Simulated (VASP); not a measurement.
# Cs: single point with PBE

Cs:

```xyz
2
Lattice="-2.5538 2.5538 9.5961 2.5538 -2.5538 9.5961 2.5538 2.5538 -9.5961" Properties=species:S:1:pos:R:3 pbc="T T T"
Cs    2.5538    0.0000    4.7980
Cs    0.0000    0.0000    9.5961
```

```json
{
  "Program": "VASP 6.6.1",
  "Task": "single point",
  "Functional": "PBE",
  "Potentials or basis": "VASP PAW PBE potentials, release 64 (Cs_sv)",
  "Cutoff": "520 eV",
  "k mesh": "4 × 4 × 4",
  "Occupations": "gaussian, width 0.1 eV",
  "Spin": "no spin polarisation",
  "Dipole correction": "no",
  "Further INCAR settings": "ALGO = Normal; EDIFF = 1e-07; NBANDS = 16"
}
```

The pressure is 0.0 GPa and the band gap on the k mesh is zero (band 9 reaches 0.83 eV, above the bottom of band 10 at -0.80 eV).

Levels at points of the mesh, in eV from the Fermi level:
| k point | band 6 | band 7 | band 8 | band 9 | band 10 | band 11 | band 12 | band 13 |
| --- | --- | --- | --- | --- | --- | --- | --- | --- |
| (0.00, 0.00, 0.00) | -10.86 | -10.86 | -10.86 | -1.73 | -0.25 | 0.40 | 1.42 | 1.43 |
| (0.50, 0.00, 0.00) | -10.88 | -10.85 | -10.84 | -0.24 | 0.21 | 0.28 | 0.90 | 1.16 |
| (0.50, 0.50, 0.00) | -10.98 | -10.89 | -10.89 | 0.42 | 0.42 | 1.12 | 1.12 | 1.54 |
| (0.50, 0.50, 0.50) | -10.87 | -10.85 | -10.85 | -1.21 | -1.21 | 1.10 | 1.10 | 1.64 |

It took 4.6 min on 1 thread of AMD EPYC 7R13 Processor (Zen 3), with other jobs on the host, peak memory 0.8 GiB.

Caveat: the k points lie up to 0.43 Å⁻¹ apart; spin-orbit coupling is left out, which moves the levels of the heavy elements.
